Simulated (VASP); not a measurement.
# PbS in VASP: a series of runs, part 2 of 2

VASP 6.6.1.

**3. Single point, PBE+D3(BJ) (strain -0.040 along x and y, -0.040 along z)**

File INCAR:

```
SYSTEM = PbS
  PREC = Accurate
  ENCUT = 520
  EDIFF = 1E-7
  ISMEAR = 0
  SIGMA = 0.15
  LREAL = .False.
  LASPH = .True.
  NELM = 60
  ALGO = Normal
  ISIF = 2
  LWAVE = .False.
  LCHARG = .True.
  GGA = PE
  IVDW = 12
  LELF = .True.
  LVHAR = .True.
  NBANDS = 17
```

File KPOINTS:

```
regular mesh
0
Gamma
  16 16 16
  0 0 0
```

File POSCAR:

```
PbS
1.0
    3.4576722741      0.0000000000      0.0000000000
    0.0000000000      3.4576722741      0.0000000000
    0.0000000000      0.0000000000      3.4576722741
Pb S
1 1
Direct
    0.0000000000      0.0000000000      0.0000000000
    0.5000000000      0.5000000000      0.5000000000
```

Potentials or basis: VASP PAW PBE potentials, release 64 (Pb_d, S).

The run is started by

```
$ cat potpaw_PBE.64/Pb_d/POTCAR potpaw_PBE.64/S/POTCAR > POTCAR
$ mpirun -np 1 vasp_std > vasp.out
```

Run time: 45 s. Hardware: 1 thread of Intel Xeon 6975P-C (Granite Rapids), shared host; peak memory 0.25 GiB.

Results (log left out):

- Free energy: -8.8841 eV
- Pressure: 9.5 GPa
- Band gap on the k mesh: zero (bands 10 and 11 overlap by 1.31 eV)
- Dispersion energy per atom: -0.440 eV

Levels at points of the mesh, in eV from the Fermi level:
| k point | band 6 | band 7 | band 8 | band 9 | band 10 | band 11 | band 12 | band 13 | band 14 | band 15 |
| --- | --- | --- | --- | --- | --- | --- | --- | --- | --- | --- |
| (0.00, 0.00, 0.00) | -14.48 | -6.25 | -2.13 | -2.13 | -2.13 | 5.20 | 5.20 | 7.80 | 7.80 | 7.80 |
| (0.50, 0.00, 0.00) | -12.74 | -9.83 | -0.70 | -0.70 | 0.31 | 0.51 | 4.17 | 4.17 | 6.16 | 9.84 |
| (0.50, 0.50, 0.00) | -11.49 | -7.34 | -5.55 | -5.55 | -0.52 | 4.79 | 4.79 | 6.99 | 7.40 | 9.69 |
| (0.50, 0.50, 0.50) | -11.26 | -5.47 | -3.03 | -3.03 | -3.03 | -1.00 | -1.00 | -1.00 | 15.43 | 15.43 |

Caveat: the cell differs from its parent crystal (strain -0.040 along x and y, -0.040 along z); the cell stands under pressure; spin-orbit coupling is left out, which moves the levels of the heavy elements.

**4. Single point, PBE+D3(BJ) (strain -0.080 along x and y, -0.040 along z)**

File INCAR:

```
SYSTEM = PbS
PREC     = Accurate       ! precision mode
ENCUT    = 520            ! plane-wave cutoff, eV
EDIFF    = 1E-6           ! SCF threshold, eV
ISMEAR   = 0              ! smearing method
SIGMA    = 0.15           ! smearing width, eV
LREAL    = .False.        ! projectors in reciprocal space
LASPH    = .True.         ! aspherical terms in the spheres
NELM     = 60             ! most SCF steps
ALGO     = Normal         ! electronic algorithm
ISIF     = 2              ! what is computed and relaxed
LWAVE    = .False.        ! write WAVECAR
LCHARG   = .False.        ! write CHGCAR
GGA      = PE             ! functional
IVDW     = 12             ! dispersion correction
NBANDS   = 17             ! bands
```

KPOINTS is that of step 3.

File POSCAR:

```
PbS
1.0
    3.3136025960      0.0000000000      0.0000000000
    0.0000000000      3.3136025960      0.0000000000
    0.0000000000      0.0000000000      3.4576722741
Pb S
1 1
Direct
    0.0000000000      0.0000000000      0.0000000000
    0.5000000000      0.5000000000      0.5000000000
```

The run is started by

```
$ cat potpaw_PBE.64/Pb_d/POTCAR potpaw_PBE.64/S/POTCAR > POTCAR
$ mpirun -np 1 vasp_std > vasp.out
```

Wall time 96 s (1 thread of Intel Xeon 6975P-C (Granite Rapids), shared host); peak memory 0.37 GiB.

It converged, with:

```
Free energy                : -8.5709 eV
Pressure                   : 19.2 GPa
Band gap on the k mesh     : zero (bands 10 and 11 overlap by 2.24 eV)
Dispersion energy per atom : -0.479 eV
```

Stress tensor (GPa, compression positive):
```
20.83  0.00  0.00
 0.00 20.83  0.00
 0.00  0.00 15.81
```

Levels at points of the mesh, in eV from the Fermi level:
```csv
k point,band 6,band 7,band 8,band 9,band 10,band 11,band 12,band 13,band 14,band 15
"(0.00, 0.00, 0.00)",-15.33,-6.03,-2.96,-2.23,-2.23,4.81,5.22,8.22,8.63,8.63
"(0.50, 0.00, 0.00)",-13.27,-10.28,-1.15,-0.64,0.37,0.44,3.61,4.67,5.78,10.13
"(0.50, 0.50, 0.00)",-11.63,-7.19,-6.15,-6.15,-0.98,4.60,4.60,7.09,7.16,9.30
"(0.00, 0.00, 0.50)",-13.44,-10.65,-0.75,-0.75,0.74,0.98,4.34,4.34,5.83,10.27
"(0.50, 0.00, 0.50)",-11.77,-7.62,-6.31,-6.28,-0.55,5.03,5.50,7.61,7.82,9.94
"(0.50, 0.50, 0.50)",-11.53,-5.23,-3.49,-3.49,-3.30,-1.50,-1.50,-1.14,15.48,16.80
```

Caveat: the cell differs from its parent crystal (strain -0.080 along x and y, -0.040 along z); the cell stands under pressure; spin-orbit coupling is left out, which moves the levels of the heavy elements.

**5. Single point, PBE+D3(BJ) (strain -0.040 along x and y, -0.080 along z)**

File INCAR:

```
PREC = Accurate ; ENCUT = 520
EDIFF = 1E-7 ; ISMEAR = 0
SIGMA = 0.15 ; LREAL = F
LASPH = T ; NELM = 60
ALGO = Normal ; ISIF = 2
LWAVE = F ; LCHARG = T
GGA = PE ; IVDW = 12
LELF = T ; LVHAR = T
NBANDS = 17
```

File KPOINTS:

```
Automatic mesh
0
Gamma
  16 16 16
```

File POSCAR:

```
PbS
1.0
    3.4576722741      0.0000000000      0.0000000000
    0.0000000000      3.4576722741      0.0000000000
    0.0000000000      0.0000000000      3.3136025960
Pb S
1 1
Direct
    0.0000000000      0.0000000000      0.0000000000
    0.5000000000      0.5000000000      0.5000000000
```

Potentials or basis: VASP PAW PBE potentials, release 64 (Pb_d, S).

The run is started by

```
$ cat potpaw_PBE.64/Pb_d/POTCAR potpaw_PBE.64/S/POTCAR > POTCAR
$ mpirun -np 1 vasp_std > vasp.out
```

OUTCAR:

```text
PREC = Accurate
   ENCUT = 520
   EDIFF = 1E-7
   ISMEAR = 0
   LREAL = F
   LASPH = T
   NELM = 60
   ISIF = 2
   GGA = PE
   IVDW = 12
 IVDW          = 12

 ion  position               nearest neighbor table
   1  0.000  0.000  0.000-   2 2.95   2 2.95   2 2.95   2 2.95   2 2.95   2 2.95   2 2.95   2 2.95

   2  0.500  0.500  0.500-   1 2.95   1 2.95   1 2.95   1 2.95   1 2.95   1 2.95   1 2.95   1 2.95

  LATTYP: Found a simple tetragonal cell.
 ALAT       =     3.4576722741
[... 673 lines left out ...]

 Edisp (eV)   -0.91829

 E8    (eV) :    -0.4116

  FORCE on cell =-STRESS in cart. coord.  units (eV):
  Direction    XX          YY          ZZ          XY          YZ          ZX
  --------------------------------------------------------------------------------------
  -------------------------------------------------------------------------------------
  Total       3.01927     3.01927     4.33075     0.00000    -0.00000    -0.00000
  in kB     122.10799   122.10799   175.14836     0.00000    -0.00000    -0.00000
  external pressure =      139.79 kB  Pullay stress =        0.00 kB

 VOLUME and BASIS-vectors are now :
 -----------------------------------------------------------------------------
  energy-cutoff  :      520.00
  volume of cell :       39.62
      direct lattice vectors                 reciprocal lattice vectors
     3.457672274  0.000000000  0.000000000     0.289211909  0.000000000  0.000000000
     0.000000000  3.457672274  0.000000000     0.000000000  0.289211909  0.000000000
     0.000000000  0.000000000  3.313602596     0.000000000  0.000000000  0.301786340

 POSITION                                       TOTAL-FORCE (eV/Angst)
 -----------------------------------------------------------------------------------
      0.00000      0.00000      0.00000         0.000000      0.000000      0.000000
      1.72884      1.72884      1.65680         0.000000      0.000000      0.000000
 -----------------------------------------------------------------------------------
    total drift:                               -0.000000      0.000000      0.000000

  FREE ENERGIE OF THE ION-ELECTRON SYSTEM (eV)
  ---------------------------------------------------
  free  energy   TOTEN  =        -8.7401811291 eV

  energy  without entropy=       -8.7303947154  energy(sigma->0) =       -8.73528792
```

OSZICAR:

```text
N       E                     dE             d eps       ncg     rms          rms(c)
DAV:   1     0.158071776853E+03    0.15807E+03   -0.99665E+03 13850   0.134E+03
DAV:   2     0.253705208595E+01   -0.15553E+03   -0.14988E+03 14750   0.332E+02
DAV:   3    -0.806219385039E+01   -0.10599E+02   -0.10385E+02 18259   0.901E+01
DAV:   4    -0.829749387708E+01   -0.23530E+00   -0.23496E+00 17567   0.137E+01
DAV:   5    -0.830494447514E+01   -0.74506E-02   -0.74498E-02 20337   0.242E+00    0.601E+00
DAV:   6    -0.783042231006E+01    0.47452E+00   -0.11036E+00 22509   0.103E+01    0.421E+00
DAV:   7    -0.782385969661E+01    0.65626E-02   -0.11862E-01 17491   0.202E+00    0.224E+00
DAV:   8    -0.782231540701E+01    0.15443E-02   -0.12770E-02 17916   0.125E+00    0.105E-01
DAV:   9    -0.782185793450E+01    0.45747E-03   -0.21388E-03 22021   0.461E-01    0.852E-02
DAV:  10    -0.782188988280E+01   -0.31948E-04   -0.16550E-04 15622   0.925E-02    0.589E-02
DAV:  11    -0.782188932552E+01    0.55728E-06   -0.19506E-05 19006   0.512E-02    0.145E-02
DAV:  12    -0.782188917194E+01    0.15358E-06   -0.10990E-06 19754   0.172E-02    0.267E-03
DAV:  13    -0.782188912913E+01    0.42812E-07   -0.49696E-08  9386   0.295E-03
   1 F= -.87401811E+01 E0= -.87352879E+01  d E =-.978641E-02
```

stdout:

```text
POSCAR found type information on POSCAR PbS
 POSCAR found :  2 types and       2 ions
 scaLAPACK will be used
 LDA part: xc-table for (Slater+PW92), standard interpolation
 POSCAR, INCAR and KPOINTS ok, starting setup
 FFT: planning ... GRIDC
 FFT: planning ... GRID_SOFT
 FFT: planning ... GRID
 WAVECAR not read
 entering main loop
```

Run time: 1.8 min. Hardware: 1 thread of Intel Xeon 6975P-C (Granite Rapids), shared host; peak memory 0.37 GiB.

Results:

| Quantity | Value |
| --- | --- |
| Free energy | -8.7402 eV |
| Pressure | 14.0 GPa |
| Band gap on the k mesh | zero (bands 10 and 11 overlap by 1.92 eV) |
| Dispersion energy per atom | -0.459 eV |

Caveat: the cell differs from its parent crystal (strain -0.040 along x and y, -0.080 along z); the cell stands under pressure; spin-orbit coupling is left out, which moves the levels of the heavy elements.

**6. The runs side by side**

| cell | gap on the mesh (eV) | pressure (GPa) |
| --- | --- | --- |
| a = 3.314 Å, 2 atoms | none | 25.1 |
| a = 3.458 Å, 2 atoms | none | 9.5 |
| a = 3.314, b = 3.314, c = 3.458 Å, 2 atoms | none | 19.2 |
| a = 3.458, b = 3.458, c = 3.314 Å, 2 atoms | none | 14.0 |

Alike in all rows: task single point; level PBE+D3(BJ); potentials or basis VASP PAW PBE potentials, release 64 (Pb_d, S); no spin polarisation; k mesh 16 × 16 × 16; cutoff (eV) 520; smearing gaussian 0.15 eV.

Caveats: the cell stands under pressure; spin-orbit coupling is left out, which moves the levels of the heavy elements.

Total energies depend on the potentials used, so only differences within one code and one set of settings carry meaning.
